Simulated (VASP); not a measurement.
## Cu: single point with r2SCAN

The system is Cu.

```
CELL_PARAMETERS angstrom
1.15559 -3.81157 0.00000
1.15559 3.81157 0.00000
0.00000 0.00000 2.36147
ATOMIC_POSITIONS crystal
Cu 0.13251 0.86749 0.25000
Cu 0.86749 0.13251 0.75000
```

| Quantity | Value |
| --- | --- |
| Program | VASP 6.6.1 |
| Task | single point |
| Functional | r2SCAN |
| Potentials or basis | VASP PAW PBE potentials, release 64 (Cu) |
| Cutoff | 520 eV |
| k mesh | 13 × 13 × 12 |
| Occupations | fermi-dirac, width 0.05 eV |
| Spin | no spin polarisation |

```
Pressure               : 30.8 GPa
Largest force          : 0.013 eV/Å
Band gap on the k mesh : zero (bands 11 and 12 overlap by 6.47 eV)
```

Forces on the atoms (eV/Å):
```
Cu   0.000  0.013  0.000
Cu   0.000 -0.013  0.000
```

Stress tensor (GPa, compression positive):
```
30.64  0.00  0.00
 0.00 30.72  0.00
 0.00  0.00 30.97
```

Levels at points of the mesh, in eV from the Fermi level:
```tsv
k point	band 9	band 10	band 11	band 12	band 13	band 14
(0.00, 0.00, 0.00)	-2.13	-1.99	-1.65	-0.49	5.81	16.86
(0.00, 0.00, 0.50)	-2.01	-2.01	0.05	0.05	9.35	9.35
```

It took 5.3 min on 1 thread of AMD EPYC 9R45 96-Core Processor (Zen 5), with other jobs on the host, peak memory 0.2 GiB.

Caveat: the cell stands under pressure; the PAW data sets were made with another functional, which shifts forces and pressure a little.
